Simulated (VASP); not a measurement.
Runs of VASP 6.6.1 on Hf. The structure is hexagonal, space group P6_3/mmc (No. 194). The conventional cell has a = 3.197 Å, b = 3.197 Å, c = 5.058 Å, α = 90.00°, β = 90.00°, γ = 120.00°. Hf (site symmetry -6m2) has 12 Hf at 3.13 to 3.20 Å within 4.1 Å. 

```tsv
task	fixed moment (μB)	k mesh for the DOS	occupations for the DOS	pressure (GPa)	moment (μB)
single point	2.4	-	-	(a)	2.40
single point	1.8	-	-	-5.3	1.80
single point	0.8	-	-	-7.0	0.80
single point	1.2	-	-	-6.4	1.20
single point	3.2	-	-	(b)	3.20
density of states	-	18 × 18 × 11	tetrahedron	-	0.00
```

Alike in all rows: level LDA; potentials or basis VASP PAW LDA potentials, release 64 (Hf_pv); spin collinear, ferromagnetic start; cell as given; k mesh 12 × 12 × 7; cutoff (eV) 520; smearing fermi-dirac 0.05 eV.

**Question.** Fill in the values left out.

**Answer.** (a) -3.8; (b) -0.9.

Caveats: spin-orbit coupling is left out, which moves the levels of the heavy elements; the total moment is fixed, so each spin has its own Fermi level (some runs); tetrahedron occupations give inexact forces and stress in metals (some runs).
